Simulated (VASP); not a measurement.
Write the native input for VASP 6.6.1 that does the following.

```yaml
Task: single point
Functional: PBE
Potentials_or_basis: VASP PAW PBE potentials, release 64 (W_sv, S)
Cutoff: 500 eV
k_mesh: 12 × 12 × 2
Occupations: fermi-dirac, width 0.02 eV
Spin: no spin polarisation
Dipole_correction: no
Further_INCAR_settings: ALGO = Normal; EDIFF = 1e-06; NBANDS = 35
```

The structure of WS2 lies in POSCAR:

```
WS2
1.0
    3.1699462934      0.0000000000      0.0000000000
   -1.5849731467      2.7452540187      0.0000000000
    0.0000000000      0.0000000000     12.1163384359
W S
2 4
Direct
    0.3333333333      0.6666666667      0.2500000000
    0.6666666667      0.3333333333      0.7500000000
    0.6666666667      0.3333333333      0.3786382076
    0.6666666667      0.3333333333      0.1213617924
    0.3333333333      0.6666666667      0.8786382076
    0.3333333333      0.6666666667      0.6213617924
```

This cell differs from its parent crystal: uniaxial z strain -3.0%.

These files were run (other wordings do the same):

INCAR

```
ALGO = Normal ; EDIFF = 1E-6
ENCUT = 500 ; GGA = PE
GGA_COMPAT = F ; ISIF = 2
ISMEAR = -1 ; LASPH = T
LCHARG = F ; LREAL = F
LWAVE = F ; NBANDS = 35
NELM = 120 ; PREC = Accurate
SIGMA = 0.02
```

KPOINTS

```
k-points
0
Gamma
  12 12 2
```

Potentials or basis: VASP PAW PBE potentials, release 64 (W_sv, S).

Launch:

```bash
$ cat potpaw_PBE.64/W_sv/POTCAR potpaw_PBE.64/S/POTCAR > POTCAR
$ mpirun -np 1 vasp_std > vasp.out
```

It gave:

```yaml
Pressure: 4.2 GPa
Largest_force: 0.209 eV/Å
Band_gap_on_the_k_mesh: 0.91 eV, indirect (least direct gap 1.74 eV)
```

Caveat: the cell differs from its parent crystal (uniaxial z strain -3.0%); spin-orbit coupling is left out, which moves the levels of the heavy elements; this functional lacks dispersion, which binds the layers, so the pressure and a relaxed spacing across them are unreliable.

Run time: 59 s on 1 thread of Intel(R) Xeon(R) 6975P-C (Granite Rapids), with other jobs on the host, peak memory 0.27 GiB.
